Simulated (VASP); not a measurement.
# Bi (I4/mmm) in VASP: further runs

The runs below take Bi through single point, with PBEsol+D3(BJ).

Program: VASP 6.6.1. These are calculated values, not measurements. Logs are shortened: lines on timing, memory, paths and dates and some standing lists are left out, and cuts for length are marked.

**1. The cell of the first run**

The structure is tetragonal, space group I4/mmm (No. 139). The conventional cell has a = 3.400 Å, b = 3.400 Å, c = 5.323 Å, α = 90.00°, β = 90.00°, γ = 90.00°. Bi (site symmetry 4/mmm) has 12 Bi at 3.40 to 3.59 Å within 4.5 Å.

**2. Single point, PBEsol+D3(BJ) (30.76 Å³/atom)**

INCAR reads:

```
PREC = Accurate
ENCUT = 520
EDIFF = 1E-6
ISMEAR = 0
SIGMA = 0.15
LREAL = False
LASPH = True
NELM = 60
ALGO = Fast
ISIF = 2
LWAVE = False
LCHARG = True
GGA = PS
IVDW = 12
LELF = True
LVHAR = True
NBANDS = 14
```

KPOINTS reads:

```
regular mesh
0
Gamma
  18 18 18
```

POSCAR reads:

```
Bi
1.0
   -1.6998323725      1.6998323725      2.6615975289
    1.6998323725     -1.6998323725      2.6615975289
    1.6998323725      1.6998323725     -2.6615975289
Bi
1
Direct
    0.0000000000      0.0000000000      0.0000000000
```

Potentials or basis: VASP PAW PBE potentials, release 64 (Bi_d).

Started as:

```
$ cat potpaw_PBE.64/Bi_d/POTCAR > POTCAR
$ mpirun -np 1 vasp_std > vasp.out
```

OUTCAR:

```text
PREC = Accurate
   ENCUT = 520
   EDIFF = 1E-6
   ISMEAR = 0
   LREAL = False
   LASPH = True
   NELM = 60
   ISIF = 2
   GGA = PS
   IVDW = 12
 IVDW          = 12

 ion  position               nearest neighbor table
   1  0.000  0.000  0.000-

  LATTYP: Found a body centered tetragonal cell.
 ALAT       =     3.3996647450
 C/A-ratio  =     1.5658000000

  Lattice vectors:

 A1 = (  -1.6998323725,   1.6998323725,   2.6615975289)
 A2 = (   1.6998323725,  -1.6998323725,   2.6615975289)
 A3 = (   1.6998323725,   1.6998323725,  -2.6615975289)

Analysis of symmetry for initial positions (statically):
=====================================================================
 Subroutine PRICEL returns:
 Original cell was already a primitive cell.

 Routine SETGRP: Setting up the symmetry group for a
 body centered tetragonal supercell.

 Subroutine GETGRP returns: Found 16 space group operations
 (whereof 16 operations were pure point group operations)
 out of a pool of 16 trial point group operations.

The static configuration has the point symmetry D_4h.

Analysis of symmetry for dynamics (positions and initial velocities):
=====================================================================
 Subroutine PRICEL returns:
 Original cell was already a primitive cell.

 Routine SETGRP: Setting up the symmetry group for a
 body centered tetragonal supercell.

 Subroutine GETGRP returns: Found 16 space group operations
 (whereof 16 operations were pure point group operations)
 out of a pool of 16 trial point group operations.

The dynamic configuration has the point symmetry D_4h.

 Subroutine INISYM returns: Found 16 space group operations
 (whereof 16 operations are pure point group operations),
 and found     1 'primitive' translations

----------------------------------------------------------------------------------------

                                     Primitive cell

  volume of cell :      30.7620

  direct lattice vectors                    reciprocal lattice vectors
    -1.699832372  1.699832372  2.661597529     0.000000000  0.294146651  0.187857103
     1.699832372 -1.699832372  2.661597529     0.294146651  0.000000000  0.187857103
     1.699832372  1.699832372 -2.661597529     0.294146651  0.294146651  0.000000000

  length of vectors
     3.586497120  3.586497120  3.586497120     0.349016537  0.349016537  0.415986183

  position of ions in fractional coordinates (direct lattice)
     0.000000000  0.000000000  0.000000000

  ion indices of the primitive-cell ions
   primitive index   ion index
                 1           1

----------------------------------------------------------------------------------------

 KPOINTS: regular mesh

Automatic generation of k-mesh.
 Grid dimensions read from file:
 generate k-points for:   18   18   18

 Generating k-lattice:

  Cartesian coordinates                     Fractional coordinates (reciprocal lattice)
     0.000000000  0.016341481  0.010436506     0.055555556  0.000000000  0.000000000
     0.016341481  0.000000000  0.010436506     0.000000000  0.055555556  0.000000000
     0.016341481  0.016341481  0.000000000     0.000000000  0.000000000  0.055555556

  Length of vectors
     0.019389808  0.019389808  0.023110344

  Shift w.r.t. Gamma in fractional coordinates (k-lattice)
     0.000000000  0.000000000  0.000000000

 Subroutine IBZKPT returns following result:
 ===========================================

 Found    480 irreducible k-points:

 Following reciprocal coordinates:
            Coordinates               Weight
  0.000000  0.000000  0.000000      1.000000
  0.055556  0.000000  0.000000      8.000000
  0.111111  0.000000  0.000000      8.000000
  0.166667  0.000000  0.000000      8.000000
  0.222222  0.000000 -0.000000      8.000000
  0.277778  0.000000  0.000000      8.000000
[... 16 lines left out ...]
 -0.277778  0.055556 -0.000000     16.000000
 -0.222222  0.055556  0.000000     16.000000
 [... further k-points ...]
   k-points           NKPTS =    480   k-points in BZ     NKDIM =    480   number of bands    NBANDS=     14
   number of dos      NEDOS =    301   number of ions     NIONS =      1
   total plane-waves  NPLWV =  21952
   dimension x,y,z NGX =    28 NGY =   28 NGZ =   28
   dimension x,y,z NGXF=    56 NGYF=   56 NGZF=   56
   ions per type =               1
   NGX,Y,Z   is equivalent  to a cutoff of  12.98, 12.98, 12.98 a.u.
   NGXF,Y,Z  is equivalent  to a cutoff of  25.96, 25.96, 25.96 a.u.
 SYSTEM =  unknown system
   PREC   = accura    normal or accurate (medium, high low for compatibility)
   ISTART =      0    job   : 0-new  1-cont  2-samecut
   ICHARG =      2    charge: 1-file 2-atom 10-const
   ISPIN  =      1    spin polarized calculation?
   LNONCOLLINEAR =      F non collinear calculations
   LSORBIT =      F    spin-orbit coupling
   LASPH  =      T    aspherical Exc in radial PAW
   ENCUT  =  520.0 eV  38.22 Ry    6.18 a.u.   6.67  6.67  6.67*2*pi/ulx,y,z
   NELM   =     60;   NELMIN=  2; NELMDL= -5     # of ELM steps
   EDIFF  = 0.1E-05   stopping-criterion for ELM
   LREAL  =      F    real-space projection
   EDIFFG = 0.1E-04   stopping-criterion for IOM
   NSW    =      0    number of steps for IOM
   IBRION =     -1    ionic relax: 0-MD 1-quasi-New 2-CG
   NFREE  =      0    steps in history (QN), initial steepest desc. (CG)
   ISIF   =      2    stress and relaxation
   ISYM   =      2    0-nonsym 1-usesym 2-fastsym
   POTIM  = 0.5000    time-step for ionic-motion
   TEBEG  =    0.0;   TEEND  =   0.0 temperature during run
   PSTRESS=    0.0 pullay stress
   NELECT =      15.0000    total number of electrons
   NUPDOWN=      -1.0000    fix difference up-down
   EMIN   =  10.00;   EMAX   =-10.00  energy-range for DOS
   EFERMI =   0.00;   METHOD = LEGACY
   ISMEAR =     0;   SIGMA  =   0.15  broadening in eV -4-tet -1-fermi 0-gaus
   EFERMI_NEDOS =   21; number of points for ismear=-14 and -15
   IALGO  =     68    algorithm
   IMIX   =      4    mixing-type and parameters
     AMIX     =   0.40;   BMIX     =  1.00
     AMIX_MAG =   1.60;   BMIX_MAG =  1.00
  volume/ion in A,a.u.               =      30.76       207.59
  Fermi-wavevector in a.u.,A,eV,Ry     =   1.288547  2.435001 22.590493  1.660354
  Thomas-Fermi vector in A             =   2.420494
   LORBIT       =      0    0 simple, 1 ext, 2 COOP (PROOUT), +10 PAW based schemes
   GGA     = PS    functional components
   LHFCALC =     F    Hartree Fock is set to
   AEXX    =    0.0000 exact exchange contribution
   IVDW    =    12    specifies the selected vdW correction
   LEPSILON=     F    determine dielectric tensor
   LRPA    =     F    only Hartree local field effects (RPA)
 non-spin polarized calculation
 RMM-DIIS sequential band-by-band and
 Gauss-broadening in eV      SIGMA  =   0.15
  energy-cutoff  :      520.00
  volume of cell :       30.76
 maximum number of plane-waves:       842
   NGX = 13   NGY = 13   NGZ = 13

 number of electron      15.0000004 magnetization

 Free energy of the ion-electron system (eV)
  ---------------------------------------------------
  ext. energy  EPLUGINS =         0.00000000
  ---------------------------------------------------
  free energy    TOTEN  =        -4.16990729 eV

  energy without entropy =       -4.16243213  energy(sigma->0) =       -4.16616971

 E-fermi :   7.9717     XC(G=0): -10.4942

 val. band max:        7.9708568532   @ k =  -0.3889  -0.3889   0.2222
 cond. band min:       7.9723838247   @ k =  -0.2778  -0.3889   0.2222
 fundamental gap:      0.0015269716
 Fermi energy:         7.9717253839

 k-point     1 :       0.0000    0.0000    0.0000
  band No.  band energies     occupation
      1     -15.0872      2.00000
      2     -15.0211      2.00000
      3     -15.0211      2.00000
      4     -15.0144      2.00000
      5     -14.9272      2.00000
      6      -5.7302      2.00000
      7      12.9033      0.00000
      8      13.0126      0.00000
      9      13.0126      0.00000
     10      16.9156      0.00000
     11      17.1403      0.00000
     12      18.6631      0.00000
     13      19.0734      0.00000
     14      19.0743      0.00000

 k-point     2 :       0.0556    0.0000    0.0000
  band No.  band energies     occupation
      1     -15.0840      2.00000
      2     -15.0213      2.00000
      3     -15.0190      2.00000
      4     -15.0133      2.00000
      5     -14.9282      2.00000
      6      -5.6758      2.00000
      7      12.2868      0.00000
      8      12.8328      0.00000
      9      12.9793      0.00000
     10      16.8060      0.00000
     11      17.3845      0.00000
     12      18.8087      0.00000
     13      19.1171      0.00000
     14      19.1768      0.00000

 k-point     3 :       0.1111    0.0000    0.0000
  band No.  band energies     occupation
      1     -15.0757      2.00000
      2     -15.0234      2.00000
      3     -15.0131      2.00000
      4     -15.0071      2.00000
      5     -14.9307      2.00000
      6      -5.5136      2.00000
      7      10.8509      0.00000
      8      12.5472      0.00000
      9      12.8879      0.00000
     10      16.3096      0.00000
     11      18.2456      0.00000
     12      18.4150      0.00000
     13      19.4700      0.00000
     14      19.5511      0.00000
[... 324 lines left out ...]
 k-point    23 :      -0.2778    0.0556   -0.0000
  band No.  band energies     occupation
      1     -15.0513      2.00000
      2     -15.0363      2.00000
      3     -14.9962      2.00000
      4     -14.9525      2.00000
      5     -14.9339      2.00000
      6      -4.5158      2.00000
      7       6.6003      2.00000
      8      11.1315      0.00000
      9      12.2899      0.00000
     10      15.7067      0.00000
     11      17.6010      0.00000
     12      18.6788      0.00000
     13      19.5991      0.00000
     14      20.5341      0.00000

 k-point    24 :      -0.2222    0.0556    0.0000
  band No.  band energies     occupation
      1     -15.0529      2.00000
      2     -15.0332      2.00000
      3     -15.0003      2.00000
      4     -14.9761      2.00000
      5     -14.9384      2.00000
      6      -4.9451      2.00000
      7       8.1157      0.17471
      8      11.5180      0.00000
      9      12.4631      0.00000
     10      15.9198      0.00000
     11      18.0701      0.00000
     12      18.9172      0.00000
     13      19.1547      0.00000
     14      20.8532      0.00000

 [... further k-points ...]

------------------------ aborting loop because EDIFF is reached ----------------------------------------

 Edisp (eV)   -0.53008

 E8    (eV) :    -0.3792

  FORCE on cell =-STRESS in cart. coord.  units (eV):
  Direction    XX          YY          ZZ          XY          YZ          ZX
  --------------------------------------------------------------------------------------
  -------------------------------------------------------------------------------------
  Total      -0.76922    -0.76922    -0.69152     0.00000     0.00000     0.00000
  in kB     -40.06309   -40.06309   -36.01657     0.00000     0.00000     0.00000
  external pressure =      -38.71 kB  Pullay stress =        0.00 kB

 VOLUME and BASIS-vectors are now :
 -----------------------------------------------------------------------------
  energy-cutoff  :      520.00
  volume of cell :       30.76
      direct lattice vectors                 reciprocal lattice vectors
    -1.699832372  1.699832372  2.661597529     0.000000000  0.294146651  0.187857103
     1.699832372 -1.699832372  2.661597529     0.294146651  0.000000000  0.187857103
     1.699832372  1.699832372 -2.661597529     0.294146651  0.294146651  0.000000000

 POSITION                                       TOTAL-FORCE (eV/Angst)
 -----------------------------------------------------------------------------------
      0.00000      0.00000      0.00000        -0.000000     -0.000000      0.000000
 -----------------------------------------------------------------------------------
    total drift:                               -0.000000     -0.000000     -0.000000

  FREE ENERGIE OF THE ION-ELECTRON SYSTEM (eV)
  ---------------------------------------------------
  free  energy   TOTEN  =        -4.6999848389 eV

  energy  without entropy=       -4.6925096781  energy(sigma->0) =       -4.69624726
```

Run time: 3.1 min. Hardware: 1 thread of Intel Xeon Platinum 8488C (Sapphire Rapids), shared host; peak memory 0.31 GiB.

What came out:

- Free energy: -4.7000 eV
- Pressure: -3.9 GPa
- Band gap on the k mesh: zero (an odd number of electrons rules out a gap without spin polarisation)
- Dispersion energy per atom: -0.530 eV

Levels at points of the mesh, in eV from the Fermi level:
| k point | band 3 | band 4 | band 5 | band 6 | band 7 | band 8 | band 9 | band 10 | band 11 | band 12 |
| --- | --- | --- | --- | --- | --- | --- | --- | --- | --- | --- |
| (0.00, 0.00, 0.00) | -22.99 | -22.99 | -22.90 | -13.70 | 4.93 | 5.04 | 5.04 | 8.94 | 9.17 | 10.69 |
| (0.50, 0.00, 0.00) | -22.98 | -22.88 | -22.85 | -10.77 | -5.36 | 2.53 | 4.23 | 6.92 | 8.84 | 9.68 |
| (0.50, 0.50, 0.00) | -22.88 | -22.88 | -22.80 | -9.32 | -4.29 | -0.35 | 0.39 | 3.76 | 5.01 | 15.65 |
| (0.50, 0.50, 0.50) | -22.86 | -22.86 | -22.86 | -10.30 | -4.97 | 1.17 | 1.17 | 4.79 | 5.96 | 18.15 |

Caveat: the cell stands under tension; the PAW data sets were made with another functional, which shifts forces and pressure a little; spin-orbit coupling is left out, which moves the levels of the heavy elements.

**3. Single point, PBEsol+D3(BJ) (30.76 Å³/atom)**

INCAR reads:

```
PREC = Accurate ; ENCUT = 520
EDIFF = 1E-6 ; ISMEAR = 0
SIGMA = 0.15 ; LREAL = F
LASPH = T ; NELM = 80
ALGO = Fast ; ISIF = 2
LWAVE = F ; LCHARG = F
GGA = PS ; IVDW = 12
NBANDS = 14
```

KPOINTS reads:

```
Automatic mesh
0
Gamma
  18 18 18
```

POSCAR reads:

```
Bi
1.0
   -2.0746755323      2.0746755323      1.7867105684
    2.0746755323     -2.0746755323      1.7867105684
    2.0746755323      2.0746755323     -1.7867105684
Bi
1
Direct
    0.0000000000      0.0000000000      0.0000000000
```

Potentials or basis: VASP PAW PBE potentials, release 64 (Bi_d).

Started as:

```
$ cat potpaw_PBE.64/Bi_d/POTCAR > POTCAR
$ mpirun -np 1 vasp_std > vasp.out
```

OUTCAR:

```text
PREC = Accurate
   ENCUT = 520
   EDIFF = 1E-6
   ISMEAR = 0
   LREAL = F
   LASPH = T
   NELM = 80
   ISIF = 2
   GGA = PS
   IVDW = 12
 IVDW          = 12

 ion  position               nearest neighbor table
   1  0.000  0.000  0.000-

  LATTYP: Found a body centered tetragonal cell.
 ALAT       =     4.1493510646
 C/A-ratio  =     0.8612000000

  Lattice vectors:

 A1 = (  -2.0746755323,   2.0746755323,   1.7867105684)
 A2 = (   2.0746755323,  -2.0746755323,   1.7867105684)
 A3 = (   2.0746755323,   2.0746755323,  -1.7867105684)

Analysis of symmetry for initial positions (statically):
=====================================================================
 Subroutine PRICEL returns:
 Original cell was already a primitive cell.

 Routine SETGRP: Setting up the symmetry group for a
 body centered tetragonal supercell.

 Subroutine GETGRP returns: Found 16 space group operations
 (whereof 16 operations were pure point group operations)
 out of a pool of 16 trial point group operations.

The static configuration has the point symmetry D_4h.

Analysis of symmetry for dynamics (positions and initial velocities):
[... 174 lines left out ...]
      7      12.5700      0.00000
      8      12.5700      0.00000
      9      13.8112      0.00000
     10      16.6908      0.00000
     11      17.9063      0.00000
     12      18.3102      0.00000
     13      18.3102      0.00000
     14      19.8355      0.00000
[... 377 lines left out ...]
      1     -15.0796      2.00000
      2     -15.0367      2.00000
      3     -14.9906      2.00000
      4     -14.9754      2.00000
      5     -14.9226      2.00000
      6      -4.9959      2.00000
      7       8.9114      0.00000
      8      10.8120      0.00000
      9      11.9683      0.00000
     10      15.7609      0.00000
     11      16.9218      0.00000
     12      19.2827      0.00000
     13      19.7623      0.00000
     14      21.0126      0.00000

 [... further k-points ...]

------------------------ aborting loop because EDIFF is reached ----------------------------------------

 Edisp (eV)   -0.52989

 E8    (eV) :    -0.3790

  FORCE on cell =-STRESS in cart. coord.  units (eV):
  Direction    XX          YY          ZZ          XY          YZ          ZX
  --------------------------------------------------------------------------------------
  -------------------------------------------------------------------------------------
  Total      -0.77720    -0.77720    -0.68333     0.00000     0.00000     0.00000
  in kB     -40.47909   -40.47909   -35.58998     0.00000     0.00000     0.00000
  external pressure =      -38.85 kB  Pullay stress =        0.00 kB

 VOLUME and BASIS-vectors are now :
 -----------------------------------------------------------------------------
  energy-cutoff  :      520.00
  volume of cell :       30.76
      direct lattice vectors                 reciprocal lattice vectors
    -2.074675532  2.074675532  1.786710568     0.000000000  0.241001541  0.279843870
     2.074675532 -2.074675532  1.786710568     0.241001541  0.000000000  0.279843870
     2.074675532  2.074675532 -1.786710568     0.241001541  0.241001541  0.000000000

 POSITION                                       TOTAL-FORCE (eV/Angst)
 -----------------------------------------------------------------------------------
      0.00000      0.00000      0.00000        -0.000000      0.000000      0.000000
 -----------------------------------------------------------------------------------
    total drift:                               -0.000000     -0.000000     -0.000000

  FREE ENERGIE OF THE ION-ELECTRON SYSTEM (eV)
  ---------------------------------------------------
  free  energy   TOTEN  =        -4.7377823199 eV

  energy  without entropy=       -4.7300124995  energy(sigma->0) =       -4.73389741
```

stdout:

```text
POSCAR found type information on POSCAR Bi
 POSCAR found :  1 types and       1 ions
 scaLAPACK will be used
 -----------------------------------------------------------------------------
|                                                                             |
|                                                                             |
|     You enforced a specific xc type in the INCAR file but a different       |
|     I HOPE YOU KNOW WHAT YOU ARE DOING!                                     |
|                                                                             |
 -----------------------------------------------------------------------------

 LDA part: xc-table for (Slater+PW92), standard interpolation
 POSCAR, INCAR and KPOINTS ok, starting setup
 FFT: planning ... GRIDC
 FFT: planning ... GRID_SOFT
 FFT: planning ... GRID
 WAVECAR not read
 entering main loop
WARNING in EDDRMM: call to ZHEGV failed, returncode =   6  3     12
WARNING in EDDRMM: call to ZHEGV failed, returncode =   6  3     11
WARNING in EDDRMM: call to ZHEGV failed, returncode =   6  3     12
WARNING in EDDRMM: call to ZHEGV failed, returncode =   6  3     11
WARNING in EDDRMM: call to ZHEGV failed, returncode =   6  3     13
WARNING in EDDRMM: call to ZHEGV failed, returncode =   8  4     12
WARNING in EDDRMM: call to ZHEGV failed, returncode =   6  3     13
WARNING in EDDRMM: call to ZHEGV failed, returncode =   8  4     12
```

Run time: 3.1 min. Hardware: 1 thread of Intel Xeon Platinum 8488C (Sapphire Rapids), shared host; peak memory 0.31 GiB.

Results:

| Property | Result |
| --- | --- |
| Free energy | -4.7378 eV |
| Pressure | -3.9 GPa |
| Band gap on the k mesh | zero (an odd number of electrons rules out a gap without spin polarisation) |
| Dispersion energy per atom | -0.530 eV |

Stress tensor (GPa, compression positive):
```
-4.05  0.00  0.00
 0.00 -4.05  0.00
 0.00  0.00 -3.56
```

Levels at points of the mesh, in eV from the Fermi level:
```csv
k point,band 3,band 4,band 5,band 6,band 7,band 8,band 9,band 10,band 11,band 12
"(0.00, 0.00, 0.00)",-22.99,-22.94,-22.85,-13.69,4.63,4.63,5.87,8.75,9.96,10.37
"(0.50, 0.00, 0.00)",-22.89,-22.85,-22.79,-10.28,-5.10,1.18,2.64,5.44,6.89,11.82
"(0.50, 0.50, 0.00)",-22.92,-22.89,-22.81,-10.99,-5.40,2.82,4.84,7.40,9.30,10.32
"(0.50, 0.50, 0.50)",-22.82,-22.82,-22.79,-8.67,-2.62,-2.62,-0.04,2.88,4.57,15.71
```

Caveat: the cell stands under tension; the PAW data sets were made with another functional, which shifts forces and pressure a little; spin-orbit coupling is left out, which moves the levels of the heavy elements.
